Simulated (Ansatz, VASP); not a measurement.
**Al2O3: VASP beside Ansatz**

The input INCAR:

```
SYSTEM = Al2O3
PREC = Accurate
ENCUT = 520
EDIFF = 1E-6
ISMEAR = 0
SIGMA = 0.05
LREAL = .FALSE.
LASPH = .TRUE.
NELM = 80
ALGO = Normal
ISIF = 2
LWAVE = .FALSE.
LCHARG = .FALSE.
GGA = PE
NBANDS = 35
```

File KPOINTS:

```
Automatic mesh
0
G
  6 6 6
  0 0 0
```

POSCAR

```
Al2O3
1.0
    2.5540590217      1.4745866637      4.2886056386
   -2.5540590217      1.4745866637      4.2886056386
    0.0000000000     -2.9491733274      4.2886056386
Al O
4 6
Direct
    0.8521293568      0.8521293568      0.8521293568
    0.6478706432      0.6478706432      0.6478706432
    0.1478706432      0.1478706432      0.1478706432
    0.3521293568      0.3521293568      0.3521293568
    0.0561574040      0.4438425960      0.7500000000
    0.7500000000      0.0561574040      0.4438425960
    0.4438425960      0.7500000000      0.0561574040
    0.9438425960      0.5561574040      0.2500000000
    0.2500000000      0.9438425960      0.5561574040
    0.5561574040      0.2500000000      0.9438425960
```

Input for Ansatz:

```yaml
crystal:
  lattice:
    - [2.5540590217, 1.4745866637, 4.2886056386]
    - [-2.5540590217, 1.4745866637, 4.2886056386]
    - [0.0, -2.9491733274, 4.2886056386]
  atoms:
    - { symbol: Al, position: [0.8521293568, 0.8521293568, 0.8521293568] }
    - { symbol: Al, position: [0.6478706432, 0.6478706432, 0.6478706432] }
    - { symbol: Al, position: [0.1478706432, 0.1478706432, 0.1478706432] }
    - { symbol: Al, position: [0.3521293568, 0.3521293568, 0.3521293568] }
    - { symbol: O, position: [0.056157404, 0.443842596, 0.75] }
    - { symbol: O, position: [0.75, 0.056157404, 0.443842596] }
    - { symbol: O, position: [0.443842596, 0.75, 0.056157404] }
    - { symbol: O, position: [0.943842596, 0.556157404, 0.25] }
    - { symbol: O, position: [0.25, 0.943842596, 0.556157404] }
    - { symbol: O, position: [0.556157404, 0.25, 0.943842596] }
basis:
  ecutwfc: 520.0
kpoints:
  mp_grid: { grid: [6, 6, 6] }
hamiltonian:
  xc: pbe
  pseudopotentials: { kind: paw, azcp: { folder: soft_1 } }
scf:
  occupations: { method: gaussian, width: 0.05 }
output:
  forces: true
  stress: true
  eigenvalues: true
```

Alike in both runs: task single point; functional PBE; k mesh 6 × 6 × 6; occupations gaussian, width 0.05 eV; no spin polarisation.

|  | VASP | Ansatz |
| --- | --- | --- |
| version | VASP 6.6.1 | Ansatz 0.2.0 |
| potentials or method | VASP PAW PBE potentials, release 64 (Al, O), cutoff 520 eV | scalar-relativistic, plane waves, PAW |
| valence electrons in the cell | 48 | 48 |

```tsv
	VASP	Ansatz	Ansatz less VASP
gap on the k mesh at the Fermi level (eV)	4.06	4.07	+0.012
least direct gap on the mesh (eV)	4.06	4.07	+0.012
pressure (GPa)	-19.4	-19.4	+0.06
traceless stress, the component that is largest in VASP (GPa)	18.30	18.30	-0.003
rms of the force components (eV/Å)	0.213	0.212	-0.0015
```

Atom by atom the forces differ by 0.003 eV/Å (rms over components). The functional is the same, so the differences come from potentials, cutoffs and numerics.
